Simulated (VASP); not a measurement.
# Co (Fm-3m) in VASP: further runs, part 3 of 3

VASP 6.6.1. The steps go on from the part before.

### Step 4. Single point, RPBE, collinear spin, ferromagnetic start (volume scaled by 0.92)

INCAR reads:

```
SYSTEM = Co
PREC = Accurate
ENCUT = 520
EDIFF = 1E-6
ISMEAR = -1
SIGMA = 0.05
LREAL = .False.
LASPH = .True.
NELM = 150
ALGO = Normal
ISIF = 2
LWAVE = .False.
LCHARG = .False.
ISPIN = 2
MAGMOM = 1.772
LORBIT = 11
LMAXMIX = 4
GGA = RP
NBANDS = 14
```

KPOINTS reads:

```
regular mesh
0
Gamma
  17 17 17
  0 0 0
```

POSCAR reads:

```
Co
1.0
    0.0000000000      1.7281766414      1.7281766414
    1.7281766414      0.0000000000      1.7281766414
    1.7281766414      1.7281766414      0.0000000000
Co
1
Direct
    0.0000000000      0.0000000000      0.0000000000
```

Potentials or basis: VASP PAW PBE potentials, release 64 (Co).

Launch:

```bash
cat potpaw_PBE.64/Co/POTCAR > POTCAR
mpirun -np 1 vasp_std > vasp.out
```

OUTCAR:

```text
SYSTEM = Co
   PREC = Accurate
   ENCUT = 520
   EDIFF = 1E-6
   ISMEAR = -1
   LREAL = .False.
   LASPH = .True.
   NELM = 150
   ISIF = 2
   ISPIN = 2
   LORBIT = 11
   GGA = RP

 ion  position               nearest neighbor table
   1  0.000  0.000  0.000-

  LATTYP: Found a face centered cubic cell.
 ALAT       =     3.4563532828

  Lattice vectors:

 A1 = (   0.0000000000,   1.7281766414,   1.7281766414)
 A2 = (   1.7281766414,   0.0000000000,   1.7281766414)
 A3 = (   1.7281766414,   1.7281766414,   0.0000000000)

Analysis of symmetry for initial positions (statically):
=====================================================================
 Subroutine PRICEL returns:
 Original cell was already a primitive cell.

 Routine SETGRP: Setting up the symmetry group for a
 face centered cubic supercell.

 Subroutine GETGRP returns: Found 48 space group operations
 (whereof 48 operations were pure point group operations)
 out of a pool of 48 trial point group operations.

The static configuration has the point symmetry O_h .

Analysis of symmetry for dynamics (positions and initial velocities):
=====================================================================
 Subroutine PRICEL returns:
 Original cell was already a primitive cell.

 Routine SETGRP: Setting up the symmetry group for a
 face centered cubic supercell.

 Subroutine GETGRP returns: Found 48 space group operations
 (whereof 48 operations were pure point group operations)
 out of a pool of 48 trial point group operations.

The dynamic configuration has the point symmetry O_h .

Analysis of structural, dynamic, and magnetic symmetry:
=====================================================================
 Subroutine PRICEL returns:
 Original cell was already a primitive cell.

 Routine SETGRP: Setting up the symmetry group for a
 face centered cubic supercell.

 Subroutine GETGRP returns: Found 48 space group operations
 (whereof 48 operations were pure point group operations)
 out of a pool of 48 trial point group operations.

The overall configuration has the point symmetry O_h .

 Subroutine INISYM returns: Found 48 space group operations
 (whereof 48 operations are pure point group operations),
 and found     1 'primitive' translations

----------------------------------------------------------------------------------------

                                     Primitive cell

  volume of cell :      10.3227

  direct lattice vectors                    reciprocal lattice vectors
     0.000000000  1.728176641  1.728176641    -0.289322276  0.289322276  0.289322276
     1.728176641  0.000000000  1.728176641     0.289322276 -0.289322276  0.289322276
     1.728176641  1.728176641  0.000000000     0.289322276  0.289322276 -0.289322276

  length of vectors
     2.444010844  2.444010844  2.444010844     0.501120883  0.501120883  0.501120883

  position of ions in fractional coordinates (direct lattice)
     0.000000000  0.000000000  0.000000000

  ion indices of the primitive-cell ions
   primitive index   ion index
                 1           1

----------------------------------------------------------------------------------------

 KPOINTS: regular mesh

Automatic generation of k-mesh.
 Grid dimensions read from file:
 generate k-points for:   17   17   17

 Generating k-lattice:

  Cartesian coordinates                     Fractional coordinates (reciprocal lattice)
    -0.017018957  0.017018957  0.017018957     0.058823529  0.000000000  0.000000000
[... 64 lines left out ...]
   NFREE  =      0    steps in history (QN), initial steepest desc. (CG)
   ISIF   =      2    stress and relaxation
   ISYM   =      2    0-nonsym 1-usesym 2-fastsym
   POTIM  = 0.5000    time-step for ionic-motion
   TEBEG  =    0.0;   TEEND  =   0.0 temperature during run
   PSTRESS=    0.0 pullay stress
   NELECT =       9.0000    total number of electrons
   NUPDOWN=      -1.0000    fix difference up-down
   EMIN   =  10.00;   EMAX   =-10.00  energy-range for DOS
   EFERMI =   0.00;   METHOD = LEGACY
   ISMEAR =    -1;   SIGMA  =   0.05  broadening in eV -4-tet -1-fermi 0-gaus
   EFERMI_NEDOS =   21; number of points for ismear=-14 and -15
   IALGO  =     38    algorithm
   IMIX   =      4    mixing-type and parameters
     AMIX     =   0.40;   BMIX     =  1.00
     AMIX_MAG =   1.60;   BMIX_MAG =  1.00
  volume/ion in A,a.u.               =      10.32        69.66
  Fermi-wavevector in a.u.,A,eV,Ry     =   1.563955  2.955446 33.279234  2.445955
  Thomas-Fermi vector in A             =   2.666650
   LORBIT       =     11    0 simple, 1 ext, 2 COOP (PROOUT), +10 PAW based schemes
   GGA     = RP    functional components
   LHFCALC =     F    Hartree Fock is set to
   AEXX    =    0.0000 exact exchange contribution
   IVDW    =     0    specifies the selected vdW correction
   LEPSILON=     F    determine dielectric tensor
   LRPA    =     F    only Hartree local field effects (RPA)
 spin polarized calculation
  energy-cutoff  :      520.00
  volume of cell :       10.32
 maximum number of plane-waves:       292
   NGX =  9   NGY =  9   NGZ =  9

 number of electron       8.9999992 magnetization       1.6394757

 Free energy of the ion-electron system (eV)
  ---------------------------------------------------
  ext. energy  EPLUGINS =         0.00000000
  ---------------------------------------------------
  free energy    TOTEN  =        -6.45808558 eV

  energy without entropy =       -6.44883370  energy(sigma->0) =       -6.45345964

 E-fermi :  11.2249     XC(G=0): -13.5927

 val. band max:       11.2160873818   @ k =  -0.3529   0.2941   0.0000
 cond. band min:      11.2254361181   @ k =  -0.4706   0.2941   0.1176
 fundamental gap:      0.0093487362
 Fermi energy:        11.2249016855

 spin component 1

 k-point     1 :       0.0000    0.0000    0.0000
  band No.  band energies     occupation
      1       1.9234      1.00000
      2       8.3893      1.00000
      3       8.3893      1.00000
      4       8.3893      1.00000
      5       9.5137      1.00000
      6       9.5137      1.00000
      7      34.6717      0.00000
      8      39.4408      0.00000
      9      39.4408      0.00000
     10      39.4408      0.00000
     11      42.8594      0.00000
     12      42.8594      0.00000
     13      42.8594      0.00000
     14      45.1331      0.00000
[... 379 lines left out ...]
      3       8.5826      1.00000
      4       8.5839      1.00000
      5       9.3450      1.00000
      6       9.5765      1.00000
      7      32.0948      0.00000
      8      34.6602      0.00000
      9      37.9828      0.00000
     10      40.1463      0.00000
     11      42.1474      0.00000
     12      43.3367      0.00000
     13      46.6512      0.00000
     14      47.4247      0.00000

 [... further k-points ...]

 spin component 2

 k-point     1 :       0.0000    0.0000    0.0000
  band No.  band energies     occupation
      1       1.9114      1.00000
      2       9.9935      1.00000
      3       9.9935      1.00000
      4       9.9935      1.00000
      5      11.5604      0.00122
      6      11.5604      0.00122
      7      34.2992      0.00000
      8      39.5454      0.00000
      9      39.5454      0.00000
     10      39.5454      0.00000
     11      43.1371      0.00000
     12      43.1371      0.00000
     13      43.1371      0.00000
     14      44.7741      0.00000
[... 379 lines left out ...]
      3      10.2107      1.00000
      4      10.2130      1.00000
      5      11.3534      0.07112
      6      11.6032      0.00052
      7      32.2210      0.00000
      8      34.6825      0.00000
      9      38.0377      0.00000
     10      40.2947      0.00000
     11      42.1099      0.00000
     12      43.5387      0.00000
     13      46.6239      0.00000
     14      48.0554      0.00000

 [... further k-points ...]
[... 5 lines left out ...]
  --------------------------------------------------------------------------------------
  -------------------------------------------------------------------------------------
  Total        1.2400605      1.2400605      1.2400605      0.0000000     -0.0000000      0.0000000
  in kB      192.4682373    192.4682373    192.4682373      0.0000000     -0.0000000      0.0000000
  external PRESSURE =     192.4682373 kB  Pullay stress =       0.0000000 kB

 VOLUME and BASIS-vectors are now :
 -----------------------------------------------------------------------------
  energy-cutoff  :      520.00
  volume of cell :       10.32
      direct lattice vectors                 reciprocal lattice vectors
     0.000000000  1.728176641  1.728176641    -0.289322276  0.289322276  0.289322276
     1.728176641  0.000000000  1.728176641     0.289322276 -0.289322276  0.289322276
     1.728176641  1.728176641  0.000000000     0.289322276  0.289322276 -0.289322276

 POSITION                                       TOTAL-FORCE (eV/Angst)
 -----------------------------------------------------------------------------------
      0.00000      0.00000      0.00000        -0.000000      0.000000     -0.000000
 -----------------------------------------------------------------------------------
    total drift:                                0.000000     -0.000000      0.000000

  FREE ENERGIE OF THE ION-ELECTRON SYSTEM (eV)
  ---------------------------------------------------
  free  energy   TOTEN  =        -6.4580855790 eV

  energy  without entropy=       -6.4488337017  energy(sigma->0) =       -6.45345964

 total charge

# of ion       s       p       d       tot
------------------------------------------
    1        0.515   0.571   7.290   8.376

 magnetization (x)

# of ion       s       p       d       tot
------------------------------------------
    1       -0.013  -0.052   1.714   1.649
```

Wall time 39 s (1 thread of Intel Xeon Platinum 8488C (Sapphire Rapids), shared host); peak memory 0.15 GiB.

Results:

```
Free energy                                           : -6.4581 eV
Pressure                                              : 19.2 GPa
Net moment                                            : 1.64 μB per cell
Site moments                                          : Co +1.65 μB
Valence electrons inside the program's atomic spheres : Co 8.38
```

Levels at points of the mesh, in eV from the Fermi level:
Spin up:
```tsv
k point	band 3	band 4	band 5	band 6	band 7	band 8
(0.00, 0.00, 0.00)	-2.84	-2.84	-1.71	-1.71	23.45	28.22
```
Spin down:
| k point | band 1 | band 2 | band 3 | band 4 | band 5 | band 6 | band 7 | band 8 |
| --- | --- | --- | --- | --- | --- | --- | --- | --- |
| (0.00, 0.00, 0.00) | -9.31 | -1.23 | -1.23 | -1.23 | 0.34 | 0.34 | 23.07 | 28.32 |

Caveat: the PAW data sets were made with another functional, which shifts forces and pressure a little.

### Step 5. Summary

| cell | k mesh | gap on the mesh (eV) | pressure (GPa) | moment (μB) |
| --- | --- | --- | --- | --- |
| a = 2.513 Å, angles 60.0°, 1 atom | 15 × 15 × 15 | none | -0.4 | 1.67 |
| a = 2.408 Å, angles 60.0°, 1 atom | 17 × 17 × 17 | none | 32.1 | 1.57 |
| a = 2.444 Å, angles 60.0°, 1 atom | 17 × 17 × 17 | none | 19.2 | 1.64 |

Alike in all rows: task single point; level RPBE; potentials or basis VASP PAW PBE potentials, release 64 (Co); spin collinear, ferromagnetic start; cutoff (eV) 520; smearing fermi-dirac 0.05 eV.

Caveats: the PAW data sets were made with another functional, which shifts forces and pressure a little.

Total energies depend on the potentials used, so only differences within one code and one set of settings carry meaning.
